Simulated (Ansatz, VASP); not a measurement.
Two plane-wave programs on BiTe5

```xyz
6
Lattice="7.2853 0.0000 0.0000 0.0000 7.2853 0.0000 0.0000 0.0000 5.8945" Properties=species:S:1:pos:R:3 pbc="T T T"
Bi    3.6426    3.6426    2.9472
Te    5.3040    0.0000    0.0000
Te    1.9813    0.0000    0.0000
Te    0.0000    5.3040    0.0000
Te    0.0000    1.9813    0.0000
Te    3.6426    3.6426    0.0000
```

Alike in both runs: functional PBE; k mesh 6 × 6 × 6; occupations gaussian, width 0.1 eV; no spin polarisation.

Ansatz relaxed the structure, and its values are those at the end. VASP's run is a single point on that final structure, the one shown.

|  | VASP | Ansatz |
| --- | --- | --- |
| version | VASP 6.6.1 | Ansatz 0.2.0 |
| potentials or method | VASP PAW PBE potentials, release 64 (Bi_d, Te), cutoff 520 eV | scalar-relativistic, plane waves, PAW |
| valence electrons in the cell | 45 | 95 |

Ansatz gave:

* gap on the k mesh at the Fermi level (eV): none
* pressure (GPa): 0.0
* rms of the force components (eV/Å): 0.003

Problem. Estimate VASP's values.

Solution. gap on the k mesh at the Fermi level (eV): none; pressure (GPa): 0.0; rms of the force components (eV/Å): 0.008.

A gap of «none» marks a metal or a gap that the smearing closes. With one functional, cell and mesh, what is left measures potentials, basis and numerics. VASP's potentials hold 45 valence electrons a cell and Ansatz's 95, so a difference there can come from the potentials and not from the codes.

Neither program's run includes spin-orbit coupling.
